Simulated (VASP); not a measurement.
Ti: single point with LDA

Ti:

```
Ti
1.0
     2.50574    0.00000    0.00000
    -1.25287    2.17004    0.00000
     0.00000    0.00000    4.26584
Ti
2
Direct
  0.33333 0.66667 0.25000
  0.66667 0.33333 0.75000
```

| Property | Result |
| --- | --- |
| Program | VASP 6.6.1 |
| Task | single point |
| Functional | LDA |
| Potentials or basis | VASP PAW LDA potentials, release 64 (Ti_sv) |
| Cutoff | 520 eV |
| k mesh | 15 × 15 × 8 |
| Occupations | fermi-dirac, width 0.05 eV |
| Spin | no spin polarisation |
| Dipole correction | no |
| Further INCAR settings | ALGO = Normal; EDIFF = 1e-06; NBANDS = 19 |

The pressure is 67.3 GPa. The band gap on the k mesh is zero (bands 12 and 13 overlap by 1.34 eV).

Stress tensor (GPa, compression positive):
```
67.41  0.00  0.00
 0.00 67.41  0.00
 0.00  0.00 66.98
```

Levels at points of the mesh, in eV from the Fermi level:
| k point | band 9 | band 10 | band 11 | band 12 | band 13 | band 14 | band 15 | band 16 |
| --- | --- | --- | --- | --- | --- | --- | --- | --- |
| (0.00, 0.00, 0.00) | -6.59 | -3.65 | 0.38 | 0.99 | 0.99 | 1.67 | 1.67 | 1.99 |
| (0.00, 0.00, 0.50) | -4.34 | -4.34 | -0.29 | -0.29 | 0.98 | 0.98 | 0.98 | 0.98 |

Wall time 51 s on 1 thread of Intel Xeon 8259CL (shared host), peak memory 0.16 GiB.

Caveat: the cell stands under pressure.
